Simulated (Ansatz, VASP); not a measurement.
**Two plane-wave programs on AlAs**

```xyz
2
Lattice="0.0000 2.8640 2.8640 2.8640 0.0000 2.8640 2.8640 2.8640 0.0000" Properties=species:S:1:pos:R:3 pbc="T T T"
Al    0.0000    0.0000    0.0000
As    1.4320    1.4320    1.4320
```

Alike in both runs: functional PBE; k mesh 6 × 6 × 6; no spin polarisation.

Ansatz relaxed the structure, and its values are those at the end. VASP's run is a single point on that final structure, the one shown.

|  | VASP | Ansatz |
| --- | --- | --- |
| version | VASP 6.6.1 | Ansatz 0.2.0 |
| potentials or method | VASP PAW PBE potentials, release 64 (Al, As), cutoff 500 eV | plane waves, PAW |
| occupations | gaussian, width 0.01 eV | fixed |
| valence electrons in the cell | 8 | 18 |

|  | VASP | Ansatz | Ansatz less VASP |
| --- | --- | --- | --- |
| pressure (GPa) | 0.2 | 0.0 | -0.16 |

VASP's potentials hold 8 valence electrons a cell and Ansatz's 18, so a difference there can come from the potentials and not from the codes.
